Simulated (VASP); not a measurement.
Input of a VASP 6.6.1 run:

The input INCAR:

```
PREC = Accurate ; ENCUT = 600
EDIFF = 1E-6 ; ISMEAR = 0
SIGMA = 0.1 ; LREAL = False
LASPH = True ; NELM = 60
ALGO = Fast ; ISIF = 3
LWAVE = False ; LCHARG = False
GGA = PE ; IBRION = 2
NSW = 90 ; EDIFFG = -0.04
```

Contents of KPOINTS:

```
Automatic mesh
0
Gamma
  4 4 4
```

The input POSCAR:

```
CsZn4Mo
1.0
    4.2318246500      0.0000000000      0.0000000000
    0.0000000000      4.2318246500      0.0000000000
    0.0000000000      0.0000000000      6.9313004700
Cs Zn Mo
1 4 1
Direct
    0.0000000000      0.0000000000      0.0000000000
    0.5000000000      0.5000000000      0.7959481500
    0.5000000000      0.5000000000      0.2040518500
    0.5000000000      0.0000000000      0.5000000000
    0.0000000000      0.5000000000      0.5000000000
    0.5000000000      0.5000000000      0.5000000000
```

Potentials or basis: VASP PAW PBE potentials, release 64 (Cs_sv, Zn, Mo_sv).

Command:

```sh
$ cat potpaw_PBE.64/Cs_sv/POTCAR potpaw_PBE.64/Zn/POTCAR potpaw_PBE.64/Mo_sv/POTCAR > POTCAR
$ mpirun -np 1 vasp_std > vasp.out
```

(1) Estimate the space group after relaxing (to 0.1 Å).

(2) Estimate the relaxed cell.

(3) Predict the band gap on the k mesh.

Results:

(1) P4/mmm (No. 123).

(2) a = 5.068 Å, b = 5.068 Å, c = 7.357 Å, α = 90.00°, β = 90.00°, γ = 90.00°.

(3) zero (an odd number of electrons rules out a gap without spin polarisation).

Caveat: spin-orbit coupling is left out, which moves the levels of the heavy elements.
